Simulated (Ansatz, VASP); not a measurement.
**One calculation of GaN, two programs**

```
Ga N
1.0
     0.00000    2.25350    2.25350
     2.25350    0.00000    2.25350
     2.25350    2.25350    0.00000
Ga N
1 1
Direct
  0.00000 0.00000 0.00000
  0.25000 0.25000 0.25000
```

Alike in both runs: task relaxation of cell and atoms; functional PBE; dispersion D4; k mesh 10 × 10 × 10; occupations fermi-dirac, width 0.05 eV; no spin polarisation.

```csv
,VASP,Ansatz
version,VASP 6.6.1,Ansatz 0.2.0
potentials or method,"VASP PAW PBE potentials, release 64 (Ga_d, N)",Ansatz PAW
plane-wave cutoff (eV),600,420
valence electrons in the cell,18,18
```

|  | VASP | Ansatz | Ansatz less VASP |
| --- | --- | --- | --- |
| relaxed volume (Å³/atom) | 11.40 | 11.40 | +0.008 |
| relaxed cell length with the largest relative difference (Å) | 3.183 | 3.183 | +0.0007 |

Noted on Ansatz's run: the plane-wave basis is chosen anew once the cell has moved, so the energies of steps on either side of that aren't comparable.
